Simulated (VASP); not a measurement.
Runs of VASP 6.6.1 on Al. The structure is that of space group P6_3/mmc (No. 194), or close to it. The cells are those of the table. This isn't the form of Al at room conditions, which is fcc.

| cell | further INCAR settings | gap on the mesh (eV) | pressure (GPa) |
| --- | --- | --- | --- |
| a = 3.009, b = 3.009, c = 4.161 Å, angles 90.0, 90.0, 120.0°, 2 atoms | ALGO = Fast; EDIFF = 1e-06; NBANDS = 10 | none | (a) |
| a = 2.611, b = 2.611, c = 5.524 Å, angles 90.0, 90.0, 120.0°, 2 atoms | ALGO = Fast; EDIFF = 1e-06; NBANDS = 10 | none | 7.3 |
| a = 2.804, b = 2.804, c = 4.791 Å, angles 90.0, 90.0, 120.0°, 2 atoms | ALGO = Fast; EDIFF = 1e-06; NBANDS = 10 | none | (b) |
| a = 3.070, b = 3.070, c = 3.996 Å, angles 90.0, 90.0, 120.0°, 2 atoms | ALGO = Fast; EDIFF = 1e-07; NBANDS = 10 | none | 4.9 |
| a = 2.930, b = 2.930, c = 4.387 Å, angles 90.0, 90.0, 120.0°, 2 atoms | ALGO = Fast; EDIFF = 1e-06; NBANDS = 10 | none | 0.8 |

Alike in all rows: task single point; level PBEsol; potentials or basis VASP PAW PBE potentials, release 64 (Al); no spin polarisation; k mesh 24 × 24 × 14; cutoff (eV) 520; smearing gaussian 0.15 eV.

**Question.** Estimate the missing entries.

**Answer.** (a) 2.7; (b) 0.2.

Caveats: the PAW data sets were made with another functional, which shifts forces and pressure a little; the stress differs along the axes, from -1 to 11 GPa (at least some runs); the stress differs along the axes, from -8 to 15 GPa (at least some runs); the stress differs along the axes, from -0 to 16 GPa (at least some runs); the stress differs along the axes, from -1 to 5 GPa (at least some runs).

A gap of «none» marks levels without a gap at the run's occupations.
